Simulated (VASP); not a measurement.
Wanted: the native input for a VASP 6.6.1 run.

| Item | Value |
| --- | --- |
| Task | single point |
| Functional | LDA |
| Potentials or basis | VASP PAW LDA potentials, release 64 (Si) |
| Cutoff | 520 eV |
| k mesh | 10 × 10 × 6 |
| Occupations | gaussian, width 0.05 eV |
| Spin | no spin polarisation |
| Dipole correction | no |
| Further INCAR settings | ALGO = Normal; EDIFF = 1e-06; NBANDS = 16 |

The structure of Si lies in POSCAR:

```
Si
1.0
    0.0000000000     -2.7007989451     -2.7007989451
    0.0000000000      2.7007989451     -2.7007989451
    5.2757406594      0.0000000000      0.0000000000
Si
4
Direct
    0.5000000000      0.5000000000     -0.0183279100
    0.0000000000      0.0000000000      0.5183279100
    0.0000000000      0.5000000000      0.2500000000
    0.5000000000      0.0000000000      0.7500000000
```

This cell differs from its parent crystal: mode 6 frozen in at -0.099 Å, normal strain along x -0.0233.

These files were run (other wordings do the same):

INCAR

```
PREC = Accurate ; ENCUT = 520
EDIFF = 1E-6 ; ISMEAR = 0
SIGMA = 0.05 ; LREAL = F
LASPH = T ; NELM = 80
ALGO = Normal ; ISIF = 2
LWAVE = F ; LCHARG = T
LELF = T ; LVHAR = T
NBANDS = 16
```

KPOINTS

```
Automatic mesh
0
Gamma
  10 10 6
```

Potentials or basis: VASP PAW LDA potentials, release 64 (Si).

Command:

```sh
$ cat potpaw_LDA.64/Si/POTCAR > POTCAR
$ mpirun -np 1 vasp_std > vasp.out
```

Results of the run:

```json
{
  "Pressure": "2.9 GPa",
  "Largest force": "1.698 eV/Å",
  "Band gap on the k mesh": "0.15 eV, indirect (least direct gap 0.38 eV)"
}
```

Caveat: the cell differs from its parent crystal (mode 6 frozen in at -0.099 Å, normal strain along x -0.0233); forces of over 1 eV/Å act on the atoms, so gaps and moduli don't describe the material at rest.

Wall time 59 s on 1 thread of Intel(R) Xeon(R) Platinum 8488C (Sapphire Rapids), with other jobs on the host, peak memory 0.19 GiB.
